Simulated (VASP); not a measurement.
# Sc (Fm-3m) in VASP: further runs, part 2 of 2

VASP 6.6.1. The steps go on from the part before.

### 3 Single point, PBE

The input, INCAR:

```
SYSTEM = Sc
PREC = Accurate ; ENCUT = 520
EDIFF = 1E-7 ; ISMEAR = -1
SIGMA = 0.1 ; LREAL = .FALSE.
LASPH = .TRUE. ; NELM = 80
ALGO = Normal ; ISIF = 2
LWAVE = .FALSE. ; LCHARG = .FALSE.
GGA = PE ; NBANDS = 12
```

The input, KPOINTS:

```
Automatic mesh
0
G
  18 18 18
  0 0 0
```

The input, POSCAR:

```
Sc
1.0
    0.0000000000      1.8548898353      1.8548898353
    1.8548898353      0.0000000000      1.8548898353
    1.8548898353      1.8548898353      0.0000000000
Sc
1
Direct
    0.0000000000      0.0000000000      0.0000000000
```

Potentials or basis: VASP PAW PBE potentials, release 64 (Sc_sv).

Launch:

```bash
> cat potpaw_PBE.64/Sc_sv/POTCAR > POTCAR
> mpirun -np 1 vasp_std > vasp.out
```

Run time: 40 s. Hardware: 1 thread of Intel Xeon 8259CL, shared host; peak memory 0.15 GiB.

Results (log left out):

```yaml
Free_energy: -4.0448 eV
Pressure: 90.2 GPa
```

Levels at points of the mesh, in eV from the Fermi level:
```
           k point  band 1  band 2  band 3  band 4  band 5  band 6  band 7  band 8  band 9  band 10
(0.00, 0.00, 0.00)  -48.48  -25.48  -25.48  -25.48   -5.10    2.26    2.26    2.26    5.35     5.35
(0.50, 0.00, 0.00)  -47.73  -28.33  -25.81  -25.81   -2.58    1.94    1.94    3.57    7.42     7.42
(0.50, 0.50, 0.00)  -47.49  -28.08  -26.43  -26.43   -3.58   -2.29    6.78    7.42    8.00     8.00
```

### 4 Relaxation of cell and atoms, PBE, target pressure 89 GPa, at which the enthalpy is minimised

The input, INCAR:

```
ALGO     = Normal         # electronic algorithm
EDIFF    = 1E-7           # SCF threshold, eV
EDIFFG   = -0.005         # ionic threshold
ENCUT    = 600            # plane-wave cutoff, eV
GGA      = PE             # functional
IBRION   = 2              # ionic algorithm
ISIF     = 3              # what is computed and relaxed
ISMEAR   = -1             # smearing method
LASPH    = True           # aspherical terms in the spheres
LCHARG   = False          # write CHGCAR
LREAL    = False          # projectors in reciprocal space
LWAVE    = False          # write WAVECAR
NELM     = 60             # most SCF steps
NSW      = 60             # ionic steps
PREC     = Accurate       # precision mode
PSTRESS  = 890.0        
SIGMA    = 0.1            # smearing width, eV
```

The input, KPOINTS:

```
k-points
0
Gamma
  18 18 18
```

The input, POSCAR:

```
Sc
1.0
    0.0000000000      1.8545818896      1.8545818896
    1.8545818896      0.0000000000      1.8545818896
    1.8545818896      1.8545818896      0.0000000000
Sc
1
Direct
    0.0000000000      0.0000000000      0.0000000000
```

Potentials or basis: VASP PAW PBE potentials, release 64 (Sc_sv).

Launch:

```bash
> cat potpaw_PBE.64/Sc_sv/POTCAR > POTCAR
> mpirun -np 1 vasp_std > vasp.out
```

OUTCAR:

```text
EDIFF = 1E-7
   EDIFFG = -0.005
   ENCUT = 600
   GGA = PE
   IBRION = 2
   ISIF = 3
   ISMEAR = -1
   LASPH = True
   LREAL = False
   NELM = 60
   NSW = 60
   PREC = Accurate
   PSTRESS = 890.0

 ion  position               nearest neighbor table
   1  0.000  0.000  0.000-

  LATTYP: Found a face centered cubic cell.
 ALAT       =     3.7091637792

  Lattice vectors:

 A1 = (   0.0000000000,   1.8545818896,   1.8545818896)
 A2 = (   1.8545818896,   0.0000000000,   1.8545818896)
 A3 = (   1.8545818896,   1.8545818896,   0.0000000000)

Analysis of symmetry for initial positions (statically):
=====================================================================
 Subroutine PRICEL returns:
[... 255 lines left out ...]

 val. band max:        8.4901803865   @ k =  -0.3333   0.2778   0.0000
 cond. band min:       8.5165156478   @ k =   0.5000   0.2222   0.0556
 fundamental gap:      0.0263352613
 Fermi energy:         8.5051423523

 k-point     1 :       0.0000    0.0000    0.0000
  band No.  band energies     occupation
      1     -39.9682      2.00000
      2     -16.9971      2.00000
      3     -16.9971      2.00000
      4     -16.9971      2.00000
      5       3.3912      2.00000
      6      10.7647      0.00000
      7      10.7647      0.00000
      8      10.7647      0.00000
      9      13.8318      0.00000
[... 265 lines left out ...]
 k-point    24 :      -0.2222    0.0556    0.0000
  band No.  band energies     occupation
      1     -39.6179      2.00000
      2     -18.4000      2.00000
      3     -17.2481      2.00000
      4     -17.1198      2.00000
      5       5.6371      2.00000
      6       9.5886      0.00004
      7      11.1389      0.00000
      8      11.2993      0.00000
      9      13.3315      0.00000

 [... further k-points ...]

------------------------ aborting loop because EDIFF is reached ----------------------------------------

  FORCE on cell =-STRESS in cart. coord.  units (eV):
  Direction    XX          YY          ZZ          XY          YZ          ZX
  --------------------------------------------------------------------------------------
  -------------------------------------------------------------------------------------
  Total        7.1252184      7.1252184      7.1252184      0.0000000      0.0000000     -0.0000000
  in kB      889.8845632    889.8845632    889.8845632      0.0000000      0.0000000     -0.0000000
  external PRESSURE =      -0.1154368 kB  Pullay stress =     890.0000000 kB
[... 20 lines left out ...]
  energy  without entropy=       -4.0491048145  energy(sigma->0) =       -4.06529704

  enthalpy is  TOTEN    =         3.0446534291 eV   P V=        7.1261426866

 reached required accuracy - stopping structural energy minimisation
```

Run time: 74 s. Hardware: 1 thread of Intel Xeon 8259CL, shared host; peak memory 0.17 GiB.

Results:

```yaml
Free_energy: -4.0815 eV
Relaxed_volume: 12.83 Å³/atom
Relaxed_cell: a = 2.628 Å, b = 2.628 Å, c = 2.628 Å, α = 60.00°, β = 60.00°, γ = 60.00°
Space_group_after_relaxing_to_0.05_Å: Fm-3m (No. 225)
Energy_change_on_relaxing_the_enthalpy_is_what_falls: -39.7 meV/atom
Ionic_steps: 3
Pressure_after_relaxing: 89.0 GPa
```

Step by step:
```
step  energy change (eV)  largest force (eV/Å)  pressure (GPa)  volume (Å³)
   1              0.0000                0.0000           90.37        12.76
   2             -0.1116                0.0000           86.49        12.96
   3             -0.0397                0.0000           88.99        12.83
```

Final structure:
```
Sc
1.0
     0.00000    1.85801    1.85801
     1.85801    0.00000    1.85801
     1.85801    1.85801    0.00000
Sc
1
Direct
  0.00000 0.00000 0.00000
```

Levels at points of the mesh, in eV from the Fermi level:
```
           k point  band 3  band 4  band 5  band 6  band 7  band 8
(0.00, 0.00, 0.00)  -25.50  -25.50   -5.11    2.26    2.26    2.26
(0.50, 0.00, 0.00)  -25.82  -25.82   -2.57    1.94    1.94    3.52
(0.50, 0.50, 0.00)  -26.44  -26.44   -3.55   -2.27    6.72    7.39
```

Caveat: the cell is relaxed towards a set pressure, so the enthalpy falls and the energy may rise.

### 5 Relaxation of cell and atoms, PBE, target pressure 89 GPa, at which the enthalpy is minimised

The input, INCAR:

```
SYSTEM = Sc
ALGO = Normal ; EDIFF = 1E-6
EDIFFG = -0.005 ; ENCUT = 600
GGA = PE ; IBRION = 2
ISIF = 3 ; ISMEAR = -1
LASPH = .TRUE. ; LCHARG = .FALSE.
LREAL = .FALSE. ; LWAVE = .FALSE.
NELM = 60 ; NSW = 32
PREC = Accurate ; PSTRESS = 890.0
SIGMA = 0.1
```

The input, KPOINTS:

```
k-points
0
G
  18 18 18
  0 0 0
```

The input, POSCAR:

```
Sc
1.0
    0.0000000000      1.8552811877      1.8552811877
    1.8552811877      0.0000000000      1.8552811877
    1.8552811877      1.8552811877      0.0000000000
Sc
1
Direct
    0.0000000000      0.0000000000      0.0000000000
```

Launch:

```bash
> cat potpaw_PBE.64/Sc_sv/POTCAR > POTCAR
> mpirun -np 1 vasp_std > vasp.out
```

Run time: 72 s. Hardware: 1 thread of Intel Xeon 8259CL, shared host; peak memory 0.17 GiB.

It converged, with:

```yaml
Free_energy: -4.0815 eV
Relaxed_volume: 12.83 Å³/atom
Relaxed_cell: a = 2.628 Å, b = 2.628 Å, c = 2.628 Å, α = 60.00°, β = 60.00°, γ = 60.00°
Space_group_after_relaxing_to_0.05_Å: Fm-3m (No. 225)
Energy_change_on_relaxing_the_enthalpy_is_what_falls: -31.6 meV/atom
Ionic_steps: 3
Pressure_after_relaxing: 89.0 GPa
```

Step by step:
```csv
step,energy change (eV),largest force (eV/Å),pressure (GPa),volume (Å³)
1,0.0000,0.0000,90.10,12.77
2,-0.0896,0.0000,86.96,12.93
3,-0.0316,0.0000,88.96,12.83
```

Final structure:
```xyz
1
Lattice="0.0000 1.8580 1.8580 1.8580 0.0000 1.8580 1.8580 1.8580 0.0000" Properties=species:S:1:pos:R:3 pbc="T T T"
Sc    0.0000    0.0000    0.0000
```

Levels at points of the mesh, in eV from the Fermi level:
| k point | band 2 | band 3 | band 4 | band 5 | band 6 | band 7 | band 8 | band 9 |
| --- | --- | --- | --- | --- | --- | --- | --- | --- |
| (0.00, 0.00, 0.00) | -25.50 | -25.50 | -25.50 | -5.11 | 2.26 | 2.26 | 2.26 | 5.33 |
| (0.50, 0.00, 0.00) | -28.31 | -25.82 | -25.82 | -2.57 | 1.94 | 1.94 | 3.52 | 7.39 |
| (0.50, 0.50, 0.00) | -28.07 | -26.44 | -26.44 | -3.55 | -2.27 | 6.72 | 7.39 | 7.97 |

Caveat: the cell is relaxed towards a set pressure, so the enthalpy falls and the energy may rise.

### 6 Summary

| task | cell | cutoff (eV) | gap on the mesh (eV) | pressure (GPa) |
| --- | --- | --- | --- | --- |
| single point | a = 2.624 Å, angles 60.0°, 1 atom | 520 | none | 90.0 |
| single point | a = 2.623 Å, angles 60.0°, 1 atom | 520 | none | 90.2 |
| relaxation of cell and atoms | relaxed to 89 GPa from a = 2.623 Å, angles 60.0°, 1 atom | 600 | none | 89.0 |
| relaxation of cell and atoms | relaxed to 89 GPa from a = 2.624 Å, angles 60.0°, 1 atom | 600 | none | 89.0 |

Alike in all rows: level PBE; potentials or basis VASP PAW PBE potentials, release 64 (Sc_sv); no spin polarisation; k mesh 18 × 18 × 18; smearing fermi-dirac 0.1 eV.

Caveats: the cell is relaxed towards a set pressure, so the enthalpy falls and the energy may rise (some runs).

Absolute energies hang on the potentials; compare differences alone.
